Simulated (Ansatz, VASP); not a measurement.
# PbSe: VASP beside Ansatz

File INCAR:

```
PREC     = Accurate       # precision mode
ENCUT    = 520            # plane-wave cutoff, eV
EDIFF    = 1E-8           # SCF threshold, eV
ISMEAR   = -1             # smearing method
SIGMA    = 0.02           # smearing width, eV
LREAL    = False          # projectors in reciprocal space
LASPH    = True           # aspherical terms in the spheres
NELM     = 100            # most SCF steps
ALGO     = Normal         # electronic algorithm
ISIF     = 2              # what is computed and relaxed
LWAVE    = False          # write WAVECAR
LCHARG   = False          # write CHGCAR
GGA      = PS             # functional
LEFG     = True         
NBANDS   = 17             # bands
```

KPOINTS

```
Automatic mesh
0
Gamma
  7 7 7
```

Contents of POSCAR:

```
PbSe
1.0
    0.0000000000      3.0519086191      3.0519086191
    3.0519086191      0.0000000000      3.0519086191
    3.0519086191      3.0519086191      0.0000000000
Pb Se
1 1
Direct
    0.0000000000      0.0000000000      0.0000000000
    0.5000000000      0.5000000000      0.5000000000
```

Input for Ansatz:

```yaml
crystal:
  lattice:
    - [0.0, 3.0519086191, 3.0519086191]
    - [3.0519086191, 0.0, 3.0519086191]
    - [3.0519086191, 3.0519086191, 0.0]
  atoms:
    - { symbol: Pb, position: [0.0, 0.0, 0.0] }
    - { symbol: Se, position: [0.5, 0.5, 0.5] }
kpoints:
  mp_grid: { grid: [7, 7, 7] }
scf:
  occupations: { method: fermi_dirac, width: 0.02 }
hamiltonian:
  xc: pbesol
  pseudopotentials: { kind: paw }
output:
  forces: true
  stress: true
  eigenvalues: true
  efg: { contact_densities: true }
```

Change from the starting cell: volume scaled by 0.99, PAW files.

Alike in both runs: task electric field gradients; functional PBEsol; k mesh 7 × 7 × 7; occupations fermi-dirac, width 0.02 eV; no spin polarisation.

```csv
,VASP,Ansatz
version,VASP 6.6.1,Ansatz 0.2.0
potentials or method,"VASP PAW PBE potentials, release 64 (Pb_d, Se)","PAW with Ansatz's default frozen-core files, scalar-relativistic"
plane-wave cutoff (eV),520,420
valence electrons in the cell,20,30
```

|  | VASP | Ansatz | Ansatz less VASP |
| --- | --- | --- | --- |
| pressure (GPa) | -0.1 | -0.1 | 0.00 |

VASP's potentials were made for PBE, not for PBEsol. VASP's potentials hold 20 valence electrons a cell and Ansatz's 30, so a difference there can come from the potentials and not from the codes.

Spin-orbit coupling is off throughout.
